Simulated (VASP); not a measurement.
A run of VASP 6.6.1:

File INCAR:

```
PREC = Accurate ; ENCUT = 520
EDIFF = 1E-7 ; ISMEAR = -1
SIGMA = 0.02 ; LREAL = Auto
LASPH = True ; NELM = 80
ALGO = Normal ; ISIF = 2
LWAVE = False ; LCHARG = False
GGA = PS ; NBANDS = 48
```

The input KPOINTS:

```
Automatic mesh
0
Gamma
  2 2 2
```

Contents of POSCAR:

```
Si
1.0
    0.0000000000      5.4300000000      5.4300000000
    5.4300000000      0.0000000000      5.4300000000
    5.4300000000      5.4300000000      0.0000000000
Si
17
Direct
   -0.0102963514      0.0027129323      0.0027340608
    0.0991370645      0.1336883921      0.1334975978
   -0.0104256035      0.0028820709      0.5046660105
    0.1295449338      0.1072100031      0.6315474436
   -0.0102928166      0.5048613208      0.0027284345
    0.1296809660      0.6315465534      0.1072360373
    0.0782945905      0.4738829386      0.4739404730
    0.1295439996      0.6317030246      0.6315424322
    0.4719881742      0.0094704101      0.0090803979
    0.6171452504      0.1243109839      0.1238143895
    0.5039763495     -0.0401097875      0.5178484885
    0.6169972306      0.1243379806      0.6343409808
    0.5039721079      0.5183402355     -0.0406445423
    0.6171491416      0.6347397230      0.1238143353
    0.5039723486      0.5182998225      0.5178551760
    0.6968595323      0.6012207117      0.6007147740
    0.4906630621      0.3366556346      0.3360472706
```

Potentials or basis: VASP PAW PBE potentials, release 64 (Si).

Run with:

```console
$ cat potpaw_PBE.64/Si/POTCAR > POTCAR
$ mpirun -np 1 vasp_std > vasp.out
```

Hardware: 1 thread of Intel(R) Xeon(R) Platinum 8488C (Sapphire Rapids) (shared host).

Question: Estimate the wall time of this run.

Answer: Run time: 3.7 min on 1 thread of Intel(R) Xeon(R) Platinum 8488C (Sapphire Rapids), with other jobs on the host, peak memory 0.46 GiB. Counts: scf iterations 15, k points 8.
